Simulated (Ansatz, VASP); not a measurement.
Two plane-wave programs on Al8N7

```
Al N
1.0
    -3.08100   -5.33645    0.00000
     4.62150   -2.66822    0.00000
     0.00000    0.00000    5.03100
Al N
8 7
Direct
  0.50008 0.33311 0.00904
  0.50332 0.68993 0.50817
  0.24923 0.83283 0.99986
  0.25129 0.16856 0.50525
  0.99891 0.32919 0.00231
  0.99515 0.66147 0.48447
  0.75990 0.82446 0.01160
  0.73489 0.15344 0.50835
  0.49935 0.35116 0.38736
  0.50437 0.66672 0.89053
  0.24509 0.83657 0.37676
  0.25096 0.16695 0.88329
  0.99109 0.31878 0.38274
  0.00235 0.66064 0.86401
  0.74892 0.15888 0.89243
```

Alike in both runs: functional PBE; k mesh 2 × 2 × 2; occupations gaussian, width 0.05 eV; collinear spin.

Ansatz relaxed the structure, and its values are those at the end. VASP's run is a single point on that final structure, the one shown.

|  | VASP | Ansatz |
| --- | --- | --- |
| version | VASP 6.6.1 | Ansatz 0.2.0 |
| potentials or method | VASP PAW PBE potentials, release 64 (Al, N), cutoff 520 eV | scalar-relativistic, plane waves, PAW |
| valence electrons in the cell | 59 | 59 |

VASP gave:

```
rms of the force components (eV/Å) : 0.004
net moment per atom (μB)           : 0.00
```

Task: Which values does Ansatz return?

Result: rms of the force components (eV/Å): 0.002; net moment per atom (μB): 0.00.

Ansatz's warnings: filled band counts differ across k points, seeded moment not kept.

The k mesh is coarse, so the values compare programs but aren't converged.
